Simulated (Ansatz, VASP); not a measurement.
## PbS: VASP beside Ansatz

```
CELL_PARAMETERS angstrom
2.21055 1.27626 3.45087
-2.21055 1.27626 3.45087
0.00000 -2.55252 3.45087
ATOMIC_POSITIONS crystal
Pb 0.97815 0.97815 0.97815
S 0.47745 0.47745 0.47745
```

Alike in both runs: task single point; functional r2SCAN; k mesh 9 × 9 × 9; occupations gaussian, width 0.05 eV; no spin polarisation.

```csv
,VASP,Ansatz
version,VASP 6.6.1,Ansatz 0.2.0
potentials or method,"VASP PAW PBE potentials, release 64 (Pb_d, S), cutoff 520 eV","scalar-relativistic, plane waves, PAW"
valence electrons in the cell,20,20
```

```csv
,VASP,Ansatz,Ansatz less VASP
pressure (GPa),-4.4,-4.4,+0.03
"traceless stress, the component that is largest in VASP (GPa)",1.20,1.20,0.000
```

VASP's potentials were made for PBE, not for r2SCAN.

Spin-orbit coupling is off throughout.
